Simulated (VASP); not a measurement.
# Cs (Im-3m) in VASP: single point with PBE

Aim: the single point of Cs with PBE.

Everything below comes from runs of VASP 6.6.1. Logs are shortened: lines on timing, memory, paths and dates and some standing lists are left out, and cuts for length are marked.

## (1) The cell of the first run

The structure is cubic, space group Im-3m (No. 229). The conventional cell has a = 6.050 Å, b = 6.050 Å, c = 6.050 Å, α = 90.00°, β = 90.00°, γ = 90.00°.

## (2) Single point, PBE

INCAR reads:

```
PREC = Accurate ; ENCUT = 520
EDIFF = 1E-6 ; ISMEAR = 0
SIGMA = 0.05 ; LREAL = F
LASPH = T ; NELM = 100
ALGO = Normal ; ISIF = 2
LWAVE = F ; LCHARG = F
GGA = PE ; NBANDS = 10
```

KPOINTS reads:

```
regular mesh
0
Gamma
  10 10 10
```

POSCAR reads:

```
Cs
1.0
   -3.0250000000      3.0250000000      3.0250000000
    3.0250000000     -3.0250000000      3.0250000000
    3.0250000000      3.0250000000     -3.0250000000
Cs
1
Direct
    0.0000000000      0.0000000000      0.0000000000
```

Potentials or basis: VASP PAW PBE potentials, release 64 (Cs_sv).

Launch:

```
cat potpaw_PBE.64/Cs_sv/POTCAR > POTCAR
mpirun -np 1 vasp_std > vasp.out
```

OUTCAR:

```text
PREC = Accurate
   ENCUT = 520
   EDIFF = 1E-6
   ISMEAR = 0
   LREAL = F
   LASPH = T
   NELM = 100
   ISIF = 2
   GGA = PE

 ion  position               nearest neighbor table
   1  0.000  0.000  0.000-

  LATTYP: Found a body centered cubic cell.
 ALAT       =     6.0500000000

  Lattice vectors:

 A1 = (  -3.0250000000,   3.0250000000,   3.0250000000)
 A2 = (   3.0250000000,  -3.0250000000,   3.0250000000)
 A3 = (   3.0250000000,   3.0250000000,  -3.0250000000)

Analysis of symmetry for initial positions (statically):
=====================================================================
 Subroutine PRICEL returns:
 Original cell was already a primitive cell.

 Routine SETGRP: Setting up the symmetry group for a
 body centered cubic supercell.

 Subroutine GETGRP returns: Found 48 space group operations
 (whereof 48 operations were pure point group operations)
 out of a pool of 48 trial point group operations.

The static configuration has the point symmetry O_h .

Analysis of symmetry for dynamics (positions and initial velocities):
=====================================================================
 Subroutine PRICEL returns:
 Original cell was already a primitive cell.

 Routine SETGRP: Setting up the symmetry group for a
 body centered cubic supercell.

 Subroutine GETGRP returns: Found 48 space group operations
 (whereof 48 operations were pure point group operations)
 out of a pool of 48 trial point group operations.

The dynamic configuration has the point symmetry O_h .

 Subroutine INISYM returns: Found 48 space group operations
 (whereof 48 operations are pure point group operations),
 and found     1 'primitive' translations

----------------------------------------------------------------------------------------

                                     Primitive cell

  volume of cell :     110.7226

  direct lattice vectors                    reciprocal lattice vectors
    -3.025000000  3.025000000  3.025000000     0.000000000  0.165289256  0.165289256
     3.025000000 -3.025000000  3.025000000     0.165289256  0.000000000  0.165289256
     3.025000000  3.025000000 -3.025000000     0.165289256  0.165289256  0.000000000

  length of vectors
     5.239453693  5.239453693  5.239453693     0.233754308  0.233754308  0.233754308

  position of ions in fractional coordinates (direct lattice)
     0.000000000  0.000000000  0.000000000

  ion indices of the primitive-cell ions
   primitive index   ion index
                 1           1

----------------------------------------------------------------------------------------

 KPOINTS: regular mesh

Automatic generation of k-mesh.
 Grid dimensions read from file:
 generate k-points for:   10   10   10

 Generating k-lattice:

  Cartesian coordinates                     Fractional coordinates (reciprocal lattice)
     0.000000000  0.016528926  0.016528926     0.100000000  0.000000000  0.000000000
     0.016528926  0.000000000  0.016528926     0.000000000  0.100000000  0.000000000
     0.016528926  0.016528926  0.000000000     0.000000000  0.000000000  0.100000000

  Length of vectors
     0.023375431  0.023375431  0.023375431

  Shift w.r.t. Gamma in fractional coordinates (k-lattice)
     0.000000000  0.000000000  0.000000000

 Subroutine IBZKPT returns following result:
 ===========================================

 Found     47 irreducible k-points:

 Following reciprocal coordinates:
            Coordinates               Weight
  0.000000  0.000000  0.000000      1.000000
  0.100000  0.000000  0.000000     12.000000
  0.200000  0.000000  0.000000     12.000000
  0.300000  0.000000  0.000000     12.000000
  0.400000  0.000000  0.000000     12.000000
  0.500000  0.000000  0.000000      6.000000
[... 16 lines left out ...]
  0.300000  0.300000  0.100000      8.000000
 -0.300000  0.300000  0.100000     24.000000
 [... further k-points ...]
   k-points           NKPTS =     47   k-points in BZ     NKDIM =     47   number of bands    NBANDS=     10
   number of dos      NEDOS =    301   number of ions     NIONS =      1
   total plane-waves  NPLWV =  64000
   dimension x,y,z NGX =    40 NGY =   40 NGZ =   40
   dimension x,y,z NGXF=    80 NGYF=   80 NGZF=   80
   ions per type =               1
   NGX,Y,Z   is equivalent  to a cutoff of  12.69, 12.69, 12.69 a.u.
   NGXF,Y,Z  is equivalent  to a cutoff of  25.38, 25.38, 25.38 a.u.
 SYSTEM =  unknown system
   PREC   = accura    normal or accurate (medium, high low for compatibility)
   ISTART =      0    job   : 0-new  1-cont  2-samecut
   ICHARG =      2    charge: 1-file 2-atom 10-const
   ISPIN  =      1    spin polarized calculation?
   LNONCOLLINEAR =      F non collinear calculations
   LSORBIT =      F    spin-orbit coupling
   LASPH  =      T    aspherical Exc in radial PAW
   ENCUT  =  520.0 eV  38.22 Ry    6.18 a.u.   9.74  9.74  9.74*2*pi/ulx,y,z
   NELM   =    100;   NELMIN=  2; NELMDL= -5     # of ELM steps
   EDIFF  = 0.1E-05   stopping-criterion for ELM
   LREAL  =      F    real-space projection
   EDIFFG = 0.1E-04   stopping-criterion for IOM
   NSW    =      0    number of steps for IOM
   IBRION =     -1    ionic relax: 0-MD 1-quasi-New 2-CG
   NFREE  =      0    steps in history (QN), initial steepest desc. (CG)
   ISIF   =      2    stress and relaxation
   ISYM   =      2    0-nonsym 1-usesym 2-fastsym
   POTIM  = 0.5000    time-step for ionic-motion
   TEBEG  =    0.0;   TEEND  =   0.0 temperature during run
   PSTRESS=    0.0 pullay stress
   NELECT =       9.0000    total number of electrons
   NUPDOWN=      -1.0000    fix difference up-down
   EMIN   =  10.00;   EMAX   =-10.00  energy-range for DOS
   EFERMI =   0.00;   METHOD = LEGACY
   ISMEAR =     0;   SIGMA  =   0.05  broadening in eV -4-tet -1-fermi 0-gaus
   EFERMI_NEDOS =   21; number of points for ismear=-14 and -15
   IALGO  =     38    algorithm
   IMIX   =      4    mixing-type and parameters
     AMIX     =   0.40;   BMIX     =  1.00
     AMIX_MAG =   1.60;   BMIX_MAG =  1.00
  volume/ion in A,a.u.               =     110.72       747.19
  Fermi-wavevector in a.u.,A,eV,Ry     =   0.709159  1.340116  6.842458  0.502907
  Thomas-Fermi vector in A             =   1.795667
   LORBIT       =      0    0 simple, 1 ext, 2 COOP (PROOUT), +10 PAW based schemes
   GGA     = PE    functional components
   LHFCALC =     F    Hartree Fock is set to
   AEXX    =    0.0000 exact exchange contribution
   IVDW    =     0    specifies the selected vdW correction
   LEPSILON=     F    determine dielectric tensor
   LRPA    =     F    only Hartree local field effects (RPA)
 non-spin polarized calculation
 Gauss-broadening in eV      SIGMA  =   0.05
  energy-cutoff  :      520.00
  volume of cell :      110.72
 maximum number of plane-waves:      3043
   NGX = 19   NGY = 19   NGZ = 19

 number of electron       8.9999998 magnetization

 Free energy of the ion-electron system (eV)
  ---------------------------------------------------
  ext. energy  EPLUGINS =         0.00000000
  ---------------------------------------------------
  free energy    TOTEN  =        -0.84500238 eV

  energy without entropy =       -0.84156958  energy(sigma->0) =       -0.84328598

 E-fermi :   0.5641     XC(G=0):  -5.5033

 val. band max:        0.5267366416   @ k =  -0.3000   0.3000   0.3000
 cond. band min:       0.5701907372   @ k =   0.5000   0.0000   0.0000
 fundamental gap:      0.0434540956
 Fermi energy:         0.5640923430

 k-point     1 :       0.0000    0.0000    0.0000
  band No.  band energies     occupation
      1     -23.2868      2.00000
      2     -10.0237      2.00000
      3     -10.0237      2.00000
      4     -10.0237      2.00000
      5      -1.1664      2.00000
      6       3.0655      0.00000
      7       3.0655      0.00000
      8       3.0655      0.00000
      9       3.9517      0.00000
     10       3.9517      0.00000

 k-point     2 :       0.1000    0.0000    0.0000
  band No.  band energies     occupation
      1     -23.2860      2.00000
      2     -10.0392      2.00000
      3     -10.0287      2.00000
      4     -10.0237      2.00000
      5      -1.0516      2.00000
      6       2.9424      0.00000
      7       2.9545      0.00000
      8       3.1811      0.00000
      9       3.7763      0.00000
     10       3.9308      0.00000

 k-point     3 :       0.2000    0.0000    0.0000
  band No.  band energies     occupation
      1     -23.2840      2.00000
      2     -10.0792      2.00000
      3     -10.0416      2.00000
      4     -10.0238      2.00000
      5      -0.7246      2.00000
      6       2.5422      0.00000
      7       2.6787      0.00000
      8       3.5224      0.00000
      9       3.7388      0.00000
     10       3.9221      0.00000

 k-point     4 :       0.3000    0.0000    0.0000
  band No.  band energies     occupation
      1     -23.2815      2.00000
      2     -10.1273      2.00000
      3     -10.0575      2.00000
      4     -10.0239      2.00000
      5      -0.2410      2.00000
      6       2.0549      0.00000
      7       2.4227      0.00000
      8       3.8614      0.00000
      9       4.0066      0.00000
     10       4.0728      0.00000
[... 222 lines left out ...]
 k-point    22 :      -0.2000    0.2000    0.1000
  band No.  band energies     occupation
      1     -23.2833      2.00000
      2     -10.0792      2.00000
      3     -10.0469      2.00000
      4     -10.0361      2.00000
      5      -0.6175      2.00000
      6       2.5679      0.00000
      7       2.7378      0.00000
      8       3.2098      0.00000
      9       3.4905      0.00000
     10       4.2811      0.00000

 k-point    23 :       0.3000    0.3000    0.1000
  band No.  band energies     occupation
      1     -23.2782      2.00000
      2     -10.1219      2.00000
      3     -10.1219      2.00000
      4     -10.0564      2.00000
      5       1.4400      0.00000
      6       1.4910      0.00000
      7       1.4910      0.00000
      8       3.5235      0.00000
      9       4.3722      0.00000
     10       4.3722      0.00000

 k-point    24 :      -0.3000    0.3000    0.1000
  band No.  band energies     occupation
      1     -23.2808      2.00000
      2     -10.1252      2.00000
      3     -10.0630      2.00000
      4     -10.0356      2.00000
      5      -0.1407      2.00000
      6       2.0556      0.00000
      7       2.5058      0.00000
      8       3.3316      0.00000
      9       4.0323      0.00000
     10       4.3222      0.00000

 [... further k-points ...]
[... 5 lines left out ...]
  --------------------------------------------------------------------------------------
  -------------------------------------------------------------------------------------
  Total        0.0780237      0.0780237      0.0780237      0.0000000      0.0000000     -0.0000000
  in kB        1.1290181      1.1290181      1.1290181      0.0000000      0.0000000     -0.0000000
  external PRESSURE =       1.1290181 kB  Pullay stress =       0.0000000 kB

 VOLUME and BASIS-vectors are now :
 -----------------------------------------------------------------------------
  energy-cutoff  :      520.00
  volume of cell :      110.72
      direct lattice vectors                 reciprocal lattice vectors
    -3.025000000  3.025000000  3.025000000     0.000000000  0.165289256  0.165289256
     3.025000000 -3.025000000  3.025000000     0.165289256  0.000000000  0.165289256
     3.025000000  3.025000000 -3.025000000     0.165289256  0.165289256  0.000000000

 POSITION                                       TOTAL-FORCE (eV/Angst)
 -----------------------------------------------------------------------------------
      0.00000      0.00000      0.00000        -0.000000     -0.000000      0.000000
 -----------------------------------------------------------------------------------
    total drift:                               -0.000000      0.000000      0.000000

  FREE ENERGIE OF THE ION-ELECTRON SYSTEM (eV)
  ---------------------------------------------------
  free  energy   TOTEN  =        -0.8450023841 eV

  energy  without entropy=       -0.8415695837  energy(sigma->0) =       -0.84328598
```

It took 70 s on 1 thread of AMD EPYC 7R13, shared host; peak memory 0.22 GiB.

What came out:

```
Free energy            : -0.8450 eV
Pressure               : 0.1 GPa
Band gap on the k mesh : zero (an odd number of electrons rules out a gap without spin polarisation)
```

Caveat: spin-orbit coupling is left out, which moves the levels of the heavy elements.
